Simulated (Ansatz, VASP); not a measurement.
Two plane-wave programs on Ba

```
CELL_PARAMETERS angstrom
2.10596 -3.93184 0.00000
2.10596 3.93184 0.00000
0.00000 0.00000 4.91211
ATOMIC_POSITIONS crystal
Ba 0.00000 0.00000 0.00000
```

Alike in both runs: task single point; functional PBEsol; k mesh 16 × 16 × 10; occupations gaussian, width 0.15 eV; no spin polarisation.

```csv
,VASP,Ansatz
version,VASP 6.6.1,Ansatz 0.2.0
potentials or method,"VASP PAW PBE potentials, release 64 (Ba_sv), cutoff 520 eV","scalar-relativistic, plane waves, PAW"
valence electrons in the cell,10,10
```

Ansatz gave:

* gap on the k mesh at the Fermi level (eV): none
* pressure (GPa): -1.2
* traceless stress, the component that is largest in VASP (GPa): -1.18

Q: Which values does VASP return?

A: gap on the k mesh at the Fermi level (eV): none; pressure (GPa): -1.1; traceless stress, the component that is largest in VASP (GPa): -1.20.

VASP's potentials were made for PBE, not for PBEsol. A gap of «none» marks a metal or a gap that the smearing closes. The functional is the same, so the differences come from potentials, cutoffs and numerics.

Spin-orbit coupling is off throughout.
